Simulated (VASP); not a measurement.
Here is a VASP 6.6.1 calculation.

Contents of POSCAR:

```
C
1.0
    0.0392608608      1.7659812790      1.7659812790
    1.7659812790      0.0392608608      1.7659812790
    1.7659812790      1.7659812790      0.0392608608
C
2
Direct
    0.0002892538      0.0002892538      0.0002892538
    0.2497107462      0.2497107462      0.2497107462
```

File INCAR.step1:

```
SYSTEM = C
PREC = Accurate
ENCUT = 520
EDIFF = 1E-5
ISMEAR = 0
SIGMA = 0.01
LREAL = .FALSE.
LASPH = .TRUE.
NELM = 80
ALGO = Normal
ISIF = 2
LWAVE = .TRUE.
LCHARG = .FALSE.
NBANDS = 11
GGA = PE
```

File INCAR.step2:

```
SYSTEM = C
PREC = Accurate
ENCUT = 520
EDIFF = 1E-6
ISMEAR = 0
SIGMA = 0.01
LREAL = .FALSE.
LASPH = .TRUE.
NELM = 80
ALGO = Normal
ISIF = 2
LWAVE = .FALSE.
LCHARG = .FALSE.
GGA = PE
LHFCALC = .TRUE.
HFSCREEN = 0.2079
PRECFOCK = Normal
NBANDS = 11
ISTART = 1
```

Contents of KPOINTS:

```
regular mesh
0
G
  8 8 8
  0 0 0
```

Potentials or basis: VASP PAW PBE potentials, release 64 (C).

Command:

```bash
$ cat potpaw_PBE.64/C/POTCAR > POTCAR
$ cp INCAR.step1 INCAR
$ mpirun -np 1 vasp_std > vasp.out
$ cp INCAR.step2 INCAR
$ mpirun -np 1 vasp_std > vasp.out
```

Question: Predict the pressure.

Answer: 24.9 GPa.

Question: What does it give for the band gap on the k mesh?

Answer: 5.33 eV (least direct gap 6.35 eV).

Question: Estimate the largest force.

Answer: 0.055 eV/Å.

Stress tensor (GPa, compression positive):
```
 24.87 -14.96 -14.96
-14.96  24.87 -14.96
-14.96 -14.96  24.87
```

Caveat: the cell differs from its parent crystal (epitaxial 111 strain -3.0%); the cell stands under pressure; the PAW data sets were made with another functional, which shifts forces and pressure a little. A k mesh can miss the band edges.
